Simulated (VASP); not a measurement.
# AlNi (Cmmm) in VASP: a series of runs

The runs below take AlNi through single point, with PBE.

Everything below comes from runs of VASP 6.6.1. Logs are shortened: lines on timing, memory, paths and dates and some standing lists are left out, and cuts for length are marked.

## Step 1: The cell of the first run

The structure is orthorhombic, space group Cmmm (No. 65). Conventional cell: a = 3.825 Å, b = 3.854 Å, c = 3.058 Å, α = 90.00°, β = 90.00°, γ = 90.00°. Within 3.2 Å of Ni (site symmetry mmm) lie 8 Al at 2.45 to 2.46 Å and 6 Ni at 2.71 to 3.06 Å. Al (site symmetry mmm) has 8 Ni at 2.45 to 2.46 Å and 6 Al at 2.71 to 3.06 Å within 3.2 Å.

## Step 2: Single point, PBE, collinear spin, ferromagnetic start

Input file INCAR:

```
SYSTEM = AlNi
ALGO = Normal
EDIFF = 1E-6
ENCUT = 520
GGA = PE
ISIF = 2
ISMEAR = -1
ISPIN = 2
LASPH = .True.
LCHARG = .False.
LMAXMIX = 4
LORBIT = 11
LREAL = .False.
LWAVE = .False.
MAGMOM = 1 0
NBANDS = 18
NELM = 150
PREC = Accurate
SIGMA = 0.05
```

Input file KPOINTS:

```
k-points
0
Gamma
  10 10 9
  0 0 0
```

Input file POSCAR:

```
AlNi
1.0
    1.9124922205     -1.9267924526      0.0000000000
    1.9124922205      1.9267924526      0.0000000000
    0.0000000000      0.0000000000      3.0575407166
Ni Al
1 1
Direct
    0.5000000000      0.5000000000      0.5000000000
    0.0000000000      0.0000000000      0.0000000000
```

Potentials or basis: VASP PAW PBE potentials, release 64 (Ni, Al).

The run is started by

```bash
$ cat potpaw_PBE.64/Ni/POTCAR potpaw_PBE.64/Al/POTCAR > POTCAR
$ mpirun -np 1 vasp_std > vasp.out
```

OUTCAR:

```text
SYSTEM = AlNi
   EDIFF = 1E-6
   ENCUT = 520
   GGA = PE
   ISIF = 2
   ISMEAR = -1
   ISPIN = 2
   LASPH = .True.
   LORBIT = 11
   LREAL = .False.
   NELM = 150
   PREC = Accurate

 ion  position               nearest neighbor table
   1  0.500  0.500  0.500-   2 2.45   2 2.45   2 2.45   2 2.45   2 2.46   2 2.46   2 2.46   2 2.46

   2  0.000  0.000  0.000-   1 2.45   1 2.45   1 2.45   1 2.45   1 2.46   1 2.46   1 2.46   1 2.46

  LATTYP: Found a base centered orthorhombic cell.
 ALAT       =     3.8249844410
 B/A-ratio  =     1.0074772760
 C/A-ratio  =     0.7993603017

  Lattice vectors:

 A1 = (   1.9124922205,  -1.9267924526,   0.0000000000)
 A2 = (   1.9124922205,   1.9267924526,   0.0000000000)
 A3 = (   0.0000000000,   0.0000000000,   3.0575407166)

Analysis of symmetry for initial positions (statically):
=====================================================================
 Subroutine PRICEL returns:
 Original cell was already a primitive cell.

 Routine SETGRP: Setting up the symmetry group for a
 base centered orthorhombic supercell.

 Subroutine GETGRP returns: Found  8 space group operations
 (whereof  8 operations were pure point group operations)
 out of a pool of  8 trial point group operations.

The static configuration has the point symmetry D_2h.

Analysis of symmetry for dynamics (positions and initial velocities):
=====================================================================
 Subroutine PRICEL returns:
 Original cell was already a primitive cell.

 Routine SETGRP: Setting up the symmetry group for a
 base centered orthorhombic supercell.

 Subroutine GETGRP returns: Found  8 space group operations
 (whereof  8 operations were pure point group operations)
 out of a pool of  8 trial point group operations.

The dynamic configuration has the point symmetry D_2h.

Analysis of structural, dynamic, and magnetic symmetry:
=====================================================================
 Subroutine PRICEL returns:
 Original cell was already a primitive cell.

 Routine SETGRP: Setting up the symmetry group for a
 base centered orthorhombic supercell.

 Subroutine GETGRP returns: Found  8 space group operations
 (whereof  8 operations were pure point group operations)
 out of a pool of  8 trial point group operations.

The overall configuration has the point symmetry D_2h.

 Subroutine INISYM returns: Found  8 space group operations
 (whereof  8 operations are pure point group operations),
 and found     1 'primitive' translations

----------------------------------------------------------------------------------------

[... 111 lines left out ...]
     AMIX     =   0.40;   BMIX     =  1.00
     AMIX_MAG =   1.60;   BMIX_MAG =  1.00
  volume/ion in A,a.u.               =      11.27        76.03
  Fermi-wavevector in a.u.,A,eV,Ry     =   1.362836  2.575387 25.270407  1.857323
  Thomas-Fermi vector in A             =   2.489291
   LORBIT       =     11    0 simple, 1 ext, 2 COOP (PROOUT), +10 PAW based schemes
   GGA     = PE    functional components
   LHFCALC =     F    Hartree Fock is set to
   AEXX    =    0.0000 exact exchange contribution
   IVDW    =     0    specifies the selected vdW correction
   LEPSILON=     F    determine dielectric tensor
   LRPA    =     F    only Hartree local field effects (RPA)
 spin polarized calculation
  energy-cutoff  :      520.00
  volume of cell :       22.53
 maximum number of plane-waves:       618
   NGX = 11   NGY = 11   NGZ = 11

 number of electron      13.0000014 magnetization       0.0017605

 number of electron      13.0000014 magnetization      -0.0012394

 Free energy of the ion-electron system (eV)
  ---------------------------------------------------
  ext. energy  EPLUGINS =         0.00000000
  ---------------------------------------------------
  free energy    TOTEN  =       -10.42886368 eV

  energy without entropy =      -10.42163035  energy(sigma->0) =      -10.42524701

 E-fermi :  10.8280     XC(G=0): -12.3367

 val. band max:       10.8197138276   @ k =   0.4000   0.2000   0.1111
 cond. band min:      10.8320671622   @ k =  -0.4000   0.2000   0.1111
 fundamental gap:      0.0123533347
 Fermi energy:        10.8280000061

 spin component 1

 k-point     1 :       0.0000    0.0000    0.0000
  band No.  band energies     occupation
      1      -0.7593      1.00000
      2       7.2035      1.00000
      3       7.3639      1.00000
      4       9.0865      1.00000
      5       9.1066      1.00000
      6       9.4042      1.00000
[... 493 lines left out ...]
     17      34.5609      0.00000
     18      35.7570      0.00000

 [... further k-points ...]

 spin component 2

 k-point     1 :       0.0000    0.0000    0.0000
  band No.  band energies     occupation
      1      -0.7592      1.00000
      2       7.2032      1.00000
      3       7.3637      1.00000
      4       9.0863      1.00000
      5       9.1063      1.00000
      6       9.4040      1.00000
[... 493 lines left out ...]
     17      34.5610      0.00000
     18      35.7567      0.00000

 [... further k-points ...]
[... 5 lines left out ...]
  --------------------------------------------------------------------------------------
  -------------------------------------------------------------------------------------
  Total        2.5273226      2.2619425      1.2635942      0.0000000      0.0000000      0.0000000
  in kB      179.6943393    160.8256363     89.8423977      0.0000000      0.0000000      0.0000000
  external PRESSURE =     143.4541244 kB  Pullay stress =       0.0000000 kB

 VOLUME and BASIS-vectors are now :
 -----------------------------------------------------------------------------
  energy-cutoff  :      520.00
  volume of cell :       22.53
      direct lattice vectors                 reciprocal lattice vectors
     1.912492220 -1.926792453  0.000000000     0.261438972 -0.259498629  0.000000000
     1.912492220  1.926792453  0.000000000     0.261438972  0.259498629  0.000000000
     0.000000000  0.000000000  3.057540717     0.000000000  0.000000000  0.327060240

 POSITION                                       TOTAL-FORCE (eV/Angst)
 -----------------------------------------------------------------------------------
      1.91249      0.00000      1.52877         0.000000      0.000000      0.000000
      0.00000      0.00000      0.00000         0.000000     -0.000000      0.000000
 -----------------------------------------------------------------------------------
    total drift:                                0.000000      0.000000      0.000000

  FREE ENERGIE OF THE ION-ELECTRON SYSTEM (eV)
  ---------------------------------------------------
  free  energy   TOTEN  =       -10.4288636780 eV

  energy  without entropy=      -10.4216303482  energy(sigma->0) =      -10.42524701

 total charge

# of ion       s       p       d       tot
------------------------------------------
    1        0.503   0.569   8.499   9.571
    2        0.393   0.444   0.000   0.837
--------------------------------------------------
tot          0.896   1.013   8.499  10.408

 magnetization (x)

# of ion       s       p       d       tot
------------------------------------------
    1       -0.000   0.000  -0.000  -0.000
    2        0.000   0.000   0.000   0.000
--------------------------------------------------
tot          0.000   0.000  -0.000  -0.000
```

OSZICAR:

```text
N       E                     dE             d eps       ncg     rms          rms(c)
DAV:   1     0.465789992995E+02    0.46579E+02   -0.52475E+03 11472   0.807E+02
DAV:   2    -0.929531303824E+01   -0.55874E+02   -0.49296E+02 12242   0.166E+02
DAV:   3    -0.119033266055E+02   -0.26080E+01   -0.25600E+01 13354   0.366E+01
DAV:   4    -0.119361588658E+02   -0.32832E-01   -0.32807E-01 12990   0.366E+00
DAV:   5    -0.119368882229E+02   -0.72936E-03   -0.72930E-03 13272   0.588E-01    0.132E+01
DAV:   6    -0.139136148663E+02   -0.19767E+01   -0.42128E+01 12722   0.771E+01    0.163E+01
DAV:   7    -0.104560839508E+02    0.34575E+01   -0.12607E+01 12724   0.452E+01    0.132E+00
DAV:   8    -0.104430175917E+02    0.13066E-01   -0.25455E-01 14742   0.481E+00    0.109E+00
DAV:   9    -0.104287017065E+02    0.14316E-01   -0.44463E-02 14516   0.213E+00    0.467E-01
DAV:  10    -0.104288200010E+02   -0.11829E-03   -0.74777E-04 14122   0.245E-01    0.191E-01
DAV:  11    -0.104288473261E+02   -0.27325E-04   -0.13731E-03 14972   0.324E-01    0.557E-02
DAV:  12    -0.104288646471E+02   -0.17321E-04   -0.72628E-05 14754   0.765E-02    0.328E-02
DAV:  13    -0.104288636780E+02    0.96913E-06   -0.88912E-06 14100   0.289E-02
   1 F= -.10428864E+02 E0= -.10425247E+02  d E =-.723333E-02  mag=     0.0003
```

stdout:

```text
POSCAR found type information on POSCAR NiAl
 POSCAR found :  2 types and       2 ions
 scaLAPACK will be used
 LDA part: xc-table for (Slater+PW92), standard interpolation
 POSCAR, INCAR and KPOINTS ok, starting setup
 FFT: planning ... GRIDC
 FFT: planning ... GRID_SOFT
 FFT: planning ... GRID
 WAVECAR not read
 entering main loop
```

Run time: 35 s. Hardware: 1 thread of Intel Xeon 6975P-C (Granite Rapids), shared host; peak memory 0.21 GiB.

What came out:

```yaml
Free_energy: -10.4289 eV
Pressure: 14.3 GPa
Net_moment: 0.00 μB per cell
Valence_electrons_inside_the_program's_atomic_spheres: Ni 9.57; Al 0.84
```

## Step 3: Single point, PBE, collinear spin, ferromagnetic start

This run uses another cell than the first one, of 11.50 Å³/atom, 1.021 times its volume.

Input file INCAR:

```
PREC     = Accurate       # precision mode
ENCUT    = 520            # plane-wave cutoff, eV
EDIFF    = 1E-6           # SCF threshold, eV
ISMEAR   = -1             # smearing method
SIGMA    = 0.05           # smearing width, eV
LREAL    = F              # projectors in reciprocal space
LASPH    = T              # aspherical terms in the spheres
NELM     = 150            # most SCF steps
ALGO     = Fast           # electronic algorithm
ISIF     = 2              # what is computed and relaxed
LWAVE    = F              # write WAVECAR
LCHARG   = F              # write CHGCAR
ISPIN    = 2              # spin polarisation
MAGMOM   = 1 0            # initial moments
LORBIT   = 11             # projections on sites
LMAXMIX  = 4              # l up to which the mixer works
GGA      = PE             # functional
NBANDS   = 18             # bands
```

Input file KPOINTS:

```
Automatic mesh
0
Gamma
  10 10 9
```

Input file POSCAR:

```
AlNi
1.0
    1.9256822388     -1.9400810963      0.0000000000
    1.9256822388      1.9400810963      0.0000000000
    0.0000000000      0.0000000000      3.0786278706
Ni Al
1 1
Direct
    0.5000000000      0.5000000000      0.5000000000
    0.0000000000      0.0000000000      0.0000000000
```

Potentials or basis: VASP PAW PBE potentials, release 64 (Ni, Al).

The run is started by

```bash
$ cat potpaw_PBE.64/Ni/POTCAR potpaw_PBE.64/Al/POTCAR > POTCAR
$ mpirun -np 1 vasp_std > vasp.out
```

Run time: 37 s. Hardware: 1 thread of Intel Xeon 6975P-C (Granite Rapids), shared host; peak memory 0.21 GiB.

It converged, with:

- Free energy: -10.4639 eV
- Pressure: 10.0 GPa
- Net moment: 0.00 μB per cell
- Valence electrons inside the program's atomic spheres: Ni 9.53; Al 0.82

Stress tensor (GPa, compression positive):
```
13.42  0.00  0.00
 0.00 11.63  0.00
 0.00  0.00  4.92
```

Levels at points of the mesh, in eV from the Fermi level:
Spin up:
```
           k point  band 4  band 5  band 6  band 7  band 8  band 9  band 10  band 11
(0.00, 0.00, 0.00)   -1.69   -1.67   -1.38    2.99    7.17    7.21     7.25     8.72
(0.50, 0.00, 0.00)   -2.82   -2.12   -1.55   -0.35    7.88    7.96     9.56    11.78
(0.50, 0.50, 0.00)   -2.50   -2.48   -2.35   -0.85    2.29    3.40    10.99    13.70
```
Spin down:
```tsv
k point	band 4	band 5	band 6	band 7	band 8	band 9	band 10	band 11
(0.00, 0.00, 0.00)	-1.69	-1.67	-1.38	2.99	7.17	7.21	7.25	8.72
(0.50, 0.00, 0.00)	-2.82	-2.12	-1.56	-0.35	7.88	7.96	9.56	11.78
(0.50, 0.50, 0.00)	-2.50	-2.48	-2.35	-0.85	2.29	3.40	10.99	13.70
```

## Step 4: Single point, PBE, collinear spin, ferromagnetic start

This run uses another cell than the first one, of 11.74 Å³/atom, 1.042 times its volume.

Input file INCAR:

```
PREC = Accurate ; ENCUT = 520
EDIFF = 1E-6 ; ISMEAR = -1
SIGMA = 0.05 ; LREAL = F
LASPH = T ; NELM = 150
ALGO = Fast ; ISIF = 2
LWAVE = F ; LCHARG = F
ISPIN = 2 ; MAGMOM = 1 0
LORBIT = 11 ; LMAXMIX = 4
GGA = PE ; NBANDS = 18
```

Input file KPOINTS:

```
regular mesh
0
Gamma
  10 10 9
```

Input file POSCAR:

```
AlNi
1.0
    1.9386940000     -1.9531901500      0.0000000000
    1.9386940000      1.9531901500      0.0000000000
    0.0000000000      0.0000000000      3.0994300413
Ni Al
1 1
Direct
    0.5000000000      0.5000000000      0.5000000000
    0.0000000000      0.0000000000      0.0000000000
```

The run is started by

```bash
$ cat potpaw_PBE.64/Ni/POTCAR potpaw_PBE.64/Al/POTCAR > POTCAR
$ mpirun -np 1 vasp_std > vasp.out
```

It took 39 s on 1 thread of Intel Xeon 6975P-C (Granite Rapids), shared host; peak memory 0.21 GiB.

The run converged. Its results:

```yaml
Free_energy: -10.4870 eV
Pressure: 6.1 GPa
Net_moment: 0.00 μB per cell
Valence_electrons_inside_the_program's_atomic_spheres: Ni 9.49; Al 0.81
```

Stress tensor (GPa, compression positive):
```
9.35 0.00 0.00
0.00 7.66 0.00
0.00 0.00 1.31
```

Levels at points of the mesh, in eV from the Fermi level:
Spin up:
| k point | band 3 | band 4 | band 5 | band 6 | band 7 | band 8 | band 9 | band 10 | band 11 | band 12 |
| --- | --- | --- | --- | --- | --- | --- | --- | --- | --- | --- |
| (0.00, 0.00, 0.00) | -3.26 | -1.64 | -1.62 | -1.34 | 2.95 | 7.06 | 7.10 | 7.18 | 8.66 | 14.64 |
| (0.50, 0.00, 0.00) | -2.78 | -2.74 | -2.06 | -1.51 | -0.34 | 7.82 | 7.93 | 9.38 | 11.66 | 12.73 |
| (0.50, 0.50, 0.00) | -2.43 | -2.43 | -2.43 | -2.31 | -0.83 | 2.24 | 3.29 | 10.79 | 13.54 | 13.67 |
Spin down:
| k point | band 5 | band 6 | band 7 | band 8 | band 9 | band 10 |
| --- | --- | --- | --- | --- | --- | --- |
| (0.00, 0.00, 0.00) | -1.63 | -1.34 | 2.95 | 7.06 | 7.10 | 7.18 |
| (0.50, 0.00, 0.00) | -2.06 | -1.51 | -0.34 | 7.82 | 7.93 | 9.38 |
| (0.50, 0.50, 0.00) | -2.43 | -2.31 | -0.83 | 2.24 | 3.29 | 10.79 |

## Step 5: Single point, PBE, collinear spin, ferromagnetic start

This run uses another cell than the first one, of 11.74 Å³/atom, 1.042 times its volume.

Input file INCAR:

```
SYSTEM = AlNi
ALGO = Normal
EDIFF = 1E-6
ENCUT = 520
GGA = PE
ISIF = 2
ISMEAR = -1
ISPIN = 2
LASPH = .TRUE.
LCHARG = .TRUE.
LELF = .TRUE.
LMAXMIX = 4
LORBIT = 11
LREAL = .FALSE.
LVHAR = .TRUE.
LWAVE = .FALSE.
MAGMOM = 1 0
NBANDS = 18
NELM = 150
PREC = Accurate
SIGMA = 0.05
```

Input file KPOINTS:

```
k-points
0
G
  10 10 9
  0 0 0
```

POSCAR is that of step 4.

The run is started by

```bash
$ cat potpaw_PBE.64/Ni/POTCAR potpaw_PBE.64/Al/POTCAR > POTCAR
$ mpirun -np 1 vasp_std > vasp.out
```

Wall time 35 s (1 thread of Intel Xeon 6975P-C (Granite Rapids), shared host); peak memory 0.21 GiB.

Results (log left out):

```
Free energy                                           : -10.4870 eV
Pressure                                              : 6.2 GPa
Net moment                                            : 0.00 μB per cell
Valence electrons inside the program's atomic spheres : Ni 9.49; Al 0.81
```

Stress tensor (GPa, compression positive):
```
9.48 0.00 0.00
0.00 7.78 0.00
0.00 0.00 1.44
```

Levels at points of the mesh, in eV from the Fermi level:
Spin up:
```csv
k point,band 4,band 5,band 6,band 7,band 8,band 9,band 10,band 11
"(0.00, 0.00, 0.00)",-1.64,-1.63,-1.34,2.95,7.06,7.10,7.18,8.66
"(0.50, 0.00, 0.00)",-2.74,-2.06,-1.51,-0.34,7.82,7.93,9.38,11.66
"(0.50, 0.50, 0.00)",-2.43,-2.43,-2.31,-0.83,2.24,3.29,10.80,13.54
```
Spin down:
```
           k point  band 5  band 6  band 7  band 8  band 9  band 10
(0.00, 0.00, 0.00)   -1.63   -1.34    2.95    7.06    7.10     7.18
(0.50, 0.00, 0.00)   -2.06   -1.51   -0.34    7.82    7.93     9.38
(0.50, 0.50, 0.00)   -2.43   -2.31   -0.83    2.24    3.29    10.80
```

## Step 6: Summary

| cell | gap on the mesh (eV) | pressure (GPa) | moment (μB) |
| --- | --- | --- | --- |
| a = 2.715, b = 2.715, c = 3.058 Å, angles 90.0, 90.0, 90.4°, 2 atoms | none | 14.3 | 0.00 |
| a = 2.734, b = 2.734, c = 3.079 Å, angles 90.0, 90.0, 90.4°, 2 atoms | none | 10.0 | 0.00 |
| a = 2.752, b = 2.752, c = 3.099 Å, angles 90.0, 90.0, 90.4°, 2 atoms | none | 6.2 | 0.00 |

Alike in all rows: task single point; level PBE; potentials or basis VASP PAW PBE potentials, release 64 (Ni, Al); spin collinear, ferromagnetic start; k mesh 10 × 10 × 9; cutoff (eV) 520; smearing fermi-dirac 0.05 eV.

Total energies depend on the potentials used, so only differences within one code and one set of settings carry meaning.
